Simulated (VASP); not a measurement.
# Si (P1) in VASP: further runs

The runs below take Si through single point, with PBE.

Program: VASP 6.6.1. These are calculated values, not measurements. Logs are shortened: lines on timing, memory, paths and dates and some standing lists are left out, and cuts for length are marked.

## 1. The cell of the first run

The typed cell holds 72 atoms: a = 15.397 Å, b = 11.548 Å, c = 11.548 Å, α = 60.00°, β = 60.00°, γ = 60.00°.

## 2. Single point, PBE

INCAR

```
SYSTEM = Si
ALGO = Normal
EDIFF = 1E-6
ENCUT = 500
GGA = PE
GGA_COMPAT = .False.
ISIF = 2
ISMEAR = 0
LASPH = .True.
LCHARG = .False.
LREAL = Auto
LWAVE = .False.
NBANDS = 186
NELM = 120
PREC = Accurate
SIGMA = 0.01
```

KPOINTS

```
k-points
0
Gamma
  1 1 1
  0 0 0
```

POSCAR

```
Si
1.0
    0.0000000000     10.8874040000     10.8874040000
    8.1655530000      0.0000000000      8.1655530000
    8.1655530000      8.1655530000      0.0000000000
Si
72
Direct
    0.0685740000      0.0810370000      0.0847010000
    0.0003810000      0.0028930000     -0.0048570000
    0.0614220000      0.0807300000      0.4129440000
   -0.0021920000     -0.0017750000      0.3323400000
    0.0601440000      0.0847950000      0.7481040000
   -0.0083080000      0.0041240000      0.6653090000
    0.0605690000      0.4175960000      0.0841300000
    0.0001370000      0.3303740000      0.0006640000
    0.0585060000      0.4216670000      0.4122830000
   -0.0005370000      0.3334000000      0.3340920000
    0.0618590000      0.4183390000      0.7374100000
   -0.0006070000      0.3323310000      0.6647150000
    0.0661390000      0.7461660000      0.0825950000
   -0.0056300000      0.6671610000     -0.0060970000
    0.0580620000      0.7577500000      0.4186620000
   -0.0003650000      0.6668050000      0.3278460000
    0.0593990000      0.7510230000      0.7421350000
    0.0003710000      0.6601290000      0.6666320000
    0.3092310000      0.0890310000      0.0864450000
    0.2482980000     -0.0070970000     -0.0032150000
    0.3120080000      0.0793880000      0.4172070000
    0.2522660000     -0.0006500000      0.3313500000
    0.3142190000      0.0818370000      0.7525310000
    0.2488180000      0.0052280000      0.6652320000
    0.3093640000      0.4165550000      0.0806550000
    0.2471830000      0.3324380000      0.0021880000
    0.3064570000      0.4160640000      0.4156860000
    0.2492810000      0.3357190000      0.3282960000
    0.3139160000      0.4154290000      0.7499600000
    0.2490960000      0.3317480000      0.6643990000
    0.3132760000      0.7569940000      0.0866400000
    0.2519550000      0.6682440000     -0.0020620000
    0.3138160000      0.7569220000      0.4117960000
    0.2519220000      0.6698870000      0.3339870000
    0.3143300000      0.7545660000      0.7574710000
    0.2532150000      0.6721970000      0.6675550000
    0.5644790000      0.0836860000      0.0841180000
    0.4986000000      0.0021480000      0.0048590000
    0.5619190000      0.0840110000      0.4186480000
    0.4999070000      0.0031000000      0.3340520000
    0.5592940000      0.0795540000      0.7523810000
    0.5015370000      0.0037090000      0.6673940000
    0.5629270000      0.4110100000      0.0880810000
    0.4974810000      0.3368490000     -0.0041190000
    0.5606700000      0.4170880000      0.4150610000
    0.4980810000      0.3363590000      0.3355910000
    0.5634580000      0.4153850000      0.7470210000
    0.4986790000      0.3314110000      0.6664870000
    0.5644480000      0.7493280000      0.0804930000
    0.4983240000      0.6710640000      0.0005000000
    0.5630640000      0.7509150000      0.4186750000
    0.5003220000      0.6707190000      0.3361200000
    0.5550690000      0.7494850000      0.7602350000
    0.4966280000      0.6670800000      0.6704010000
    0.8124830000      0.0879670000      0.0789150000
    0.7467210000     -0.0006720000     -0.0025820000
    0.8096890000      0.0853020000      0.4175980000
    0.7500210000     -0.0014130000      0.3342460000
    0.8121840000      0.0807970000      0.7517770000
    0.7509650000      0.0002810000      0.6690750000
    0.8096220000      0.4161640000      0.0815140000
    0.7534630000      0.3350960000      0.0073330000
    0.8165850000      0.4153810000      0.4128750000
    0.7512580000      0.3323530000      0.3327850000
    0.8097410000      0.4187490000      0.7506440000
    0.7510470000      0.3344080000      0.6635380000
    0.8066830000      0.7490590000      0.0811320000
    0.7486250000      0.6699910000     -0.0003450000
    0.8164220000      0.7506290000      0.4190490000
    0.7513180000      0.6694570000      0.3289740000
    0.8153330000      0.7503740000      0.7466170000
    0.7515950000      0.6678640000      0.6711260000
```

Potentials or basis: VASP PAW PBE potentials, release 64 (Si).

Run with:

```
> cat potpaw_PBE.64/Si/POTCAR > POTCAR
> mpirun -np 1 vasp_gam > vasp.out
```

OUTCAR:

```text
SYSTEM = Si
   EDIFF = 1E-6
   ENCUT = 500
   GGA = PE
   ISIF = 2
   ISMEAR = 0
   LASPH = .True.
   LREAL = Auto
   NELM = 120
   PREC = Accurate

 ion  position               nearest neighbor table
   1  0.069  0.081  0.085-  20 2.27   4 2.34   8 2.35   2 2.44
   2  0.000  0.003  0.995-   5 2.33  55 2.36  13 2.42   1 2.44
   3  0.061  0.081  0.413-   4 2.34   6 2.38  10 2.38  22 2.40
   4  0.998  0.998  0.332-  15 2.27   3 2.34   1 2.34  57 2.37
   5  0.060  0.085  0.748-   2 2.33  12 2.33  24 2.37   6 2.40
   6  0.992  0.004  0.665-  59 2.26   3 2.38  17 2.39   5 2.40
[... 64 lines left out ...]
  71  0.815  0.750  0.747-  72 2.29  18 2.33  60 2.36  68 2.39
  72  0.752  0.668  0.671-  71 2.29  65 2.35  69 2.38  53 2.47

  LATTYP: Found a base centered monoclinic cell.
 ALAT       =    20.0014383177
 B/A-ratio  =     0.5773502692
 C/A-ratio  =     0.7698003589
 COS(beta)  =    -0.5773502692

  Lattice vectors:

 A1 = (   8.1655530000,   8.1655530000,   0.0000000000)
 A2 = (   8.1655530000,   0.0000000000,   8.1655530000)
 A3 = (   0.0000000000, -10.8874040000, -10.8874040000)

Analysis of symmetry for initial positions (statically):
=====================================================================
 Subroutine PRICEL returns:
 Original cell was already a primitive cell.

 Routine SETGRP: Setting up the symmetry group for a
 base centered monoclinic supercell.

 Subroutine GETGRP returns: Found  1 space group operations
 (whereof  1 operations were pure point group operations)
 out of a pool of  4 trial point group operations.

The static configuration has the point symmetry C_1 .

Analysis of symmetry for dynamics (positions and initial velocities):
=====================================================================
 Subroutine PRICEL returns:
 Original cell was already a primitive cell.

 Routine SETGRP: Setting up the symmetry group for a
 base centered monoclinic supercell.

 Subroutine GETGRP returns: Found  1 space group operations
 (whereof  1 operations were pure point group operations)
 out of a pool of  4 trial point group operations.

The dynamic configuration has the point symmetry C_1 .

 Subroutine INISYM returns: Found  1 space group operations
 (whereof  1 operations are pure point group operations),
 and found     1 'primitive' translations

----------------------------------------------------------------------------------------

                                     Primitive cell

  volume of cell :    1451.8627

  direct lattice vectors                    reciprocal lattice vectors
     0.000000000 10.887404000 10.887404000    -0.045924630  0.045924630  0.045924630
     8.165553000  0.000000000  8.165553000     0.061232840 -0.061232840  0.061232840
     8.165553000  8.165553000  0.000000000     0.061232840  0.061232840 -0.061232840

  length of vectors
    15.397114396 11.547835797 11.547835797     0.079543792  0.106058390  0.106058390

  position of ions in fractional coordinates (direct lattice)
     0.068574000  0.081037000  0.084701000
     0.000381000  0.002893000  0.995143000
     0.061422000  0.080730000  0.412944000
     0.997808000  0.998225000  0.332340000
     0.060144000  0.084795000  0.748104000
     0.991692000  0.004124000  0.665309000
[... 64 lines left out ...]
     0.815333000  0.750374000  0.746617000
     0.751595000  0.667864000  0.671126000

  ion indices of the primitive-cell ions
   primitive index   ion index
                 1           1
                 2           2
                 3           3
                 4           4
                 5           5
                 6           6
[... 64 lines left out ...]
                71          71
                72          72

----------------------------------------------------------------------------------------

 KPOINTS: k-points

Automatic generation of k-mesh.
 Grid dimensions read from file:
 generate k-points for:    1    1    1

 Generating k-lattice:

  Cartesian coordinates                     Fractional coordinates (reciprocal lattice)
    -0.045924630  0.045924630  0.045924630     1.000000000  0.000000000  0.000000000
     0.061232840 -0.061232840  0.061232840     0.000000000  1.000000000  0.000000000
     0.061232840  0.061232840 -0.061232840     0.000000000  0.000000000  1.000000000

  Length of vectors
     0.079543792  0.106058390  0.106058390

  Shift w.r.t. Gamma in fractional coordinates (k-lattice)
     0.000000000  0.000000000  0.000000000

 Subroutine IBZKPT returns following result:
 ===========================================

 Found      1 irreducible k-points:

 Following reciprocal coordinates:
            Coordinates               Weight
  0.000000  0.000000  0.000000      1.000000
   k-points           NKPTS =      1   k-points in BZ     NKDIM =      1   number of bands    NBANDS=    186
   number of dos      NEDOS =    301   number of ions     NIONS =     72
   total plane-waves  NPLWV = 790272
   dimension x,y,z NGX =   112 NGY =   84 NGZ =   84
   dimension x,y,z NGXF=   224 NGYF=  168 NGZF=  168
   ions per type =              72
   NGX,Y,Z   is equivalent  to a cutoff of  12.09, 12.09, 12.09 a.u.
   NGXF,Y,Z  is equivalent  to a cutoff of  24.19, 24.19, 24.19 a.u.
 SYSTEM =  Si
   PREC   = accura    normal or accurate (medium, high low for compatibility)
   ISTART =      0    job   : 0-new  1-cont  2-samecut
   ICHARG =      2    charge: 1-file 2-atom 10-const
   ISPIN  =      1    spin polarized calculation?
   LNONCOLLINEAR =      F non collinear calculations
   LSORBIT =      F    spin-orbit coupling
   LASPH  =      T    aspherical Exc in radial PAW
   ENCUT  =  500.0 eV  36.75 Ry    6.06 a.u.  28.07 21.05 21.05*2*pi/ulx,y,z
   NELM   =    120;   NELMIN=  2; NELMDL= -5     # of ELM steps
   EDIFF  = 0.1E-05   stopping-criterion for ELM
   LREAL  =      T    real-space projection
   EDIFFG = 0.1E-04   stopping-criterion for IOM
   NSW    =      0    number of steps for IOM
   IBRION =     -1    ionic relax: 0-MD 1-quasi-New 2-CG
   NFREE  =      0    steps in history (QN), initial steepest desc. (CG)
   ISIF   =      2    stress and relaxation
   ISYM   =      2    0-nonsym 1-usesym 2-fastsym
   POTIM  = 0.5000    time-step for ionic-motion
   TEBEG  =    0.0;   TEEND  =   0.0 temperature during run
   PSTRESS=    0.0 pullay stress
   NELECT =     288.0000    total number of electrons
   NUPDOWN=      -1.0000    fix difference up-down
   EMIN   =  10.00;   EMAX   =-10.00  energy-range for DOS
   EFERMI =   0.00;   METHOD = LEGACY
   ISMEAR =     0;   SIGMA  =   0.01  broadening in eV -4-tet -1-fermi 0-gaus
   EFERMI_NEDOS =   21; number of points for ismear=-14 and -15
   IALGO  =     38    algorithm
   IMIX   =      4    mixing-type and parameters
     AMIX     =   0.40;   BMIX     =  1.00
     AMIX_MAG =   1.60;   BMIX_MAG =  1.00
  volume/ion in A,a.u.               =      20.16       136.08
  Fermi-wavevector in a.u.,A,eV,Ry     =   0.954766  1.804247 12.402785  0.911579
  Thomas-Fermi vector in A             =   2.083543
   LORBIT       =      0    0 simple, 1 ext, 2 COOP (PROOUT), +10 PAW based schemes
   GGA     = PE    functional components
   LHFCALC =     F    Hartree Fock is set to
   AEXX    =    0.0000 exact exchange contribution
   IVDW    =     0    specifies the selected vdW correction
   LEPSILON=     F    determine dielectric tensor
   LRPA    =     F    only Hartree local field effects (RPA)
 non-spin polarized calculation
 Gauss-broadening in eV      SIGMA  =   0.01
  energy-cutoff  :      500.00
  volume of cell :     1451.86
 maximum number of plane-waves:     18368
   NGX = 57   NGY = 43   NGZ = 43

 number of electron     288.0000001 magnetization

 Free energy of the ion-electron system (eV)
  ---------------------------------------------------
  ext. energy  EPLUGINS =         0.00000000
  ---------------------------------------------------
  free energy    TOTEN  =      -376.37770492 eV

  energy without entropy =     -376.37770492  energy(sigma->0) =     -376.37770492

 E-fermi :   5.9043     XC(G=0):  -9.3480

 val. band max:        5.8510613223   @ k =   0.0000   0.0000   0.0000
 cond. band min:       6.4832524272   @ k =   0.0000   0.0000   0.0000
 fundamental gap:      0.6321911049
 Fermi energy:         5.9042636400

 k-point     1 :       0.0000    0.0000    0.0000
  band No.  band energies     occupation
      1      -6.1303      2.00000
      2      -5.3869      2.00000
      3      -5.3061      2.00000
      4      -4.9398      2.00000
      5      -4.8620      2.00000
      6      -4.8046      2.00000
[... 148 lines left out ...]
    155       7.0449      0.00000
    156       7.0777      0.00000
 [bands above 156 left out]

------------------------ aborting loop because EDIFF is reached ----------------------------------------

  FORCE on cell =-STRESS in cart. coord.  units (eV):
  Direction    XX          YY          ZZ          XY          YZ          ZX
  --------------------------------------------------------------------------------------
  -------------------------------------------------------------------------------------
  Total       22.9615664     22.0335476     22.4356268     17.5550414    -12.9305522     16.7631468
  in kB       25.3388299     24.3147312     24.7584385     19.3725549    -14.2692818     18.4986737
  external PRESSURE =      24.8039999 kB  Pullay stress =       0.0000000 kB

 VOLUME and BASIS-vectors are now :
 -----------------------------------------------------------------------------
  energy-cutoff  :      500.00
  volume of cell :     1451.86
      direct lattice vectors                 reciprocal lattice vectors
     0.000000000 10.887404000 10.887404000    -0.045924630  0.045924630  0.045924630
     8.165553000  0.000000000  8.165553000     0.061232840 -0.061232840  0.061232840
     8.165553000  8.165553000  0.000000000     0.061232840  0.061232840 -0.061232840

 POSITION                                       TOTAL-FORCE (eV/Angst)
 -----------------------------------------------------------------------------------
      1.35334      1.43822      1.40830        -0.079420     -1.254655     -0.875708
      8.14952      8.13004      0.02777         0.238107      0.774966     -0.201668
      4.03112      4.04064      1.32793         0.418130      0.325773      0.301758
     10.86480     13.57728     19.01460         0.581534     -0.357088      0.372194
      6.80108      6.76349      1.34721        -0.386778     -0.029137     -0.056099
      5.46629     16.22957     10.83063        -0.767013      0.822127      0.659583
[... 64 lines left out ...]
     12.22376     14.97340     15.00408         0.623962      0.450556      0.036348
     10.93359     13.66303     13.63640        -0.169572     -0.928122     -0.745653
 -----------------------------------------------------------------------------------
    total drift:                               -0.006016     -0.001204     -0.011757

  FREE ENERGIE OF THE ION-ELECTRON SYSTEM (eV)
  ---------------------------------------------------
  free  energy   TOTEN  =      -376.3777049203 eV

  energy  without entropy=     -376.3777049203  energy(sigma->0) =     -376.37770492
```

Run time: 4.5 min. Hardware: 1 thread of AMD EPYC 9R45 (Zen 5), shared host; peak memory 1.2 GiB.

Results:

```
Free energy            : -376.3777 eV
Pressure               : 2.5 GPa
Largest force          : 3.002 eV/Å
Band gap on the k mesh : 0.63 eV
```

Forces in eV/Å, atoms in the order of the input:
```
Si  -0.079 -1.255 -0.876
Si   0.238  0.775 -0.202
Si   0.418  0.326  0.302
Si   0.582 -0.357  0.372
Si  -0.387 -0.029 -0.056
Si  -0.767  0.822  0.660
Si  -0.121 -0.320 -0.113
Si  -0.146 -0.526  0.360
Si  -0.181  0.868 -0.006
Si  -0.637 -0.053 -0.044
Si   0.498  1.581 -0.472
Si  -0.190 -0.858 -0.260
Si  -0.221 -1.381 -0.039
Si   0.349  0.619  0.592
Si  -1.477  0.426 -0.477
Si   0.705  0.610  0.632
Si   0.293  0.854  0.472
Si   0.203 -0.654  0.483
Si  -1.314 -0.175 -0.515
Si   1.379  0.621  1.616
Si   0.392 -0.060  0.749
Si   0.560 -0.579 -0.335
Si  -0.329 -0.663  0.241
Si   0.052  0.277 -0.200
Si   0.164  0.243  0.630
Si  -0.005 -0.607  0.301
Si   0.198  0.600  1.041
Si  -0.185 -0.179 -0.867
Si   0.294 -0.602 -0.075
Si   0.409  0.161  0.153
Si  -1.200  0.176 -1.232
Si   0.686  0.907 -0.308
Si  -0.034  0.973 -0.508
Si   0.227 -0.326 -0.752
Si  -0.544 -1.209 -0.083
Si  -0.112 -0.340 -0.454
Si   0.416 -0.551 -0.081
Si  -0.380 -0.248 -0.248
Si   0.097  0.019  0.327
Si  -0.169  0.009 -0.322
Si   0.799  0.995  1.079
Si  -0.812 -0.424 -1.234
Si   0.109 -0.557  0.663
Si   0.013  0.600 -0.122
Si   0.565  0.520  0.582
Si  -0.302 -0.455 -0.781
Si   0.073 -0.129  0.046
Si  -0.281  0.128  0.135
Si   0.858  0.124  0.009
Si  -0.154  0.851 -0.862
Si   0.239  0.158  0.278
Si  -0.732 -0.343 -0.195
Si  -0.840 -0.228  1.357
Si  -0.378  0.346  0.369
Si  -0.223  0.390 -0.596
Si   0.306  0.738  0.486
Si  -0.157  0.209 -0.022
Si  -0.003 -0.329  0.269
Si   0.667 -0.706  0.087
Si  -0.242 -0.665 -0.416
Si   1.307  1.638  1.547
Si  -1.512 -2.188 -1.391
Si   0.492 -0.446 -0.156
Si   0.202 -0.429 -0.112
Si   0.162  0.624  0.112
Si   0.030  0.042 -0.241
Si   0.645  0.797  0.917
Si  -1.110 -0.576 -0.628
Si  -0.204 -0.652 -0.659
Si   0.350  0.553 -0.218
Si   0.624  0.451  0.036
Si  -0.170 -0.928 -0.746
```

Stress tensor (GPa, compression positive):
```
 2.53  1.94  1.85
 1.94  2.43 -1.43
 1.85 -1.43  2.48
```

Levels at points of the mesh, in eV from the valence-band top:
```tsv
k point	band 141	band 142	band 143	band 144	band 145	band 146	band 147	band 148
(0.00, 0.00, 0.00)	-0.71	-0.03	-0.01	0.00	0.63	0.66	0.89	0.94
```

Caveat: the k points lie up to 0.67 Å⁻¹ apart; an odd mesh through Γ misses points on the zone boundary, where band edges can lie; forces of over 1 eV/Å act on the atoms, so gaps and moduli don't describe the material at rest.

[end of part 1 of 2]
